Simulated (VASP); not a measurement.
Write the native input for VASP 6.6.1 that does the following.

```yaml
Task: single point
Functional: LDA
Potentials_or_basis: VASP PAW LDA potentials, release 64 (Tl_d)
Cutoff: 520 eV
k_mesh: 14 × 14 × 14
Occupations: fermi-dirac, width 0.1 eV
Spin: no spin polarisation
Dipole_correction: no
Further_INCAR_settings: ALGO = Normal; EDIFF = 1e-07; NBANDS = 12
```

The structure of Tl lies in POSCAR:

```
Tl
1.0
   -1.3970686967      1.3970686967      1.3970686967
    1.3970686967     -1.3970686967      1.3970686967
    1.3970686967      1.3970686967     -1.3970686967
Tl
1
Direct
    0.0000000000      0.0000000000      0.0000000000
```

This cell differs from its parent crystal: volume scaled by 0.4.

The input as run:

INCAR

```
ALGO = Normal ; EDIFF = 1E-7
ENCUT = 520 ; GGA = CA
ISIF = 2 ; ISMEAR = -1
LASPH = T ; LCHARG = T
LELF = T ; LREAL = F
LVHAR = T ; LWAVE = F
NBANDS = 12 ; NELM = 80
PREC = Accurate ; SIGMA = 0.1
```

KPOINTS

```
k-points
0
Gamma
  14 14 14
```

Potentials or basis: VASP PAW LDA potentials, release 64 (Tl_d).

Run with:

```bash
$ cat potpaw_LDA.64/Tl_d/POTCAR > POTCAR
$ mpirun -np 1 vasp_std > vasp.out
```

Results of the run:

```
Pressure : 478.6 GPa
```

It took 9.6 s on 1 thread of Intel(R) Xeon(R) Platinum 8488C (Sapphire Rapids), with other jobs on the host, peak memory 0.12 GiB.
